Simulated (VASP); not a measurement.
A run of VASP 6.6.1 is set up as follows.

INCAR

```
ALGO     = Normal         # electronic algorithm
EDIFF    = 1E-6           # SCF threshold, eV
ENCUT    = 520            # plane-wave cutoff, eV
GGA      = PE             # functional
ISIF     = 2              # what is computed and relaxed
ISMEAR   = -1             # smearing method
LASPH    = T              # aspherical terms in the spheres
LCHARG   = F              # write CHGCAR
LREAL    = F              # projectors in reciprocal space
LWAVE    = F              # write WAVECAR
NBANDS   = 16             # bands
NELM     = 100            # most SCF steps
PREC     = Accurate       # precision mode
SIGMA    = 0.05           # smearing width, eV
```

Contents of KPOINTS:

```
k-points
0
Gamma
  10 10 8
```

Contents of POSCAR:

```
TiB2
1.0
    2.9673622405      0.0000000000      0.0000000000
   -1.4836811203      2.5698110825      0.0000000000
    0.0000000000      0.0000000000      3.1624957934
Ti B
1 2
Direct
    0.0000000000      0.0000000000      0.0000000000
    0.6666666667      0.3333333333      0.5000000000
    0.3333333333      0.6666666667      0.5000000000
```

Potentials or basis: VASP PAW PBE potentials, release 64 (Ti_sv, B).

Run with:

```console
$ cat potpaw_PBE.64/Ti_sv/POTCAR potpaw_PBE.64/B/POTCAR > POTCAR
$ mpirun -np 1 vasp_std > vasp.out
```

Predict the pressure.

18.4 GPa.

Predict the band gap on the k mesh.

zero (band 9 reaches 11.11 eV, above the bottom of band 10 at 10.51 eV).

Stress tensor (GPa, compression positive):
```
19.79  0.00  0.00
 0.00 19.79  0.00
 0.00  0.00 15.74
```
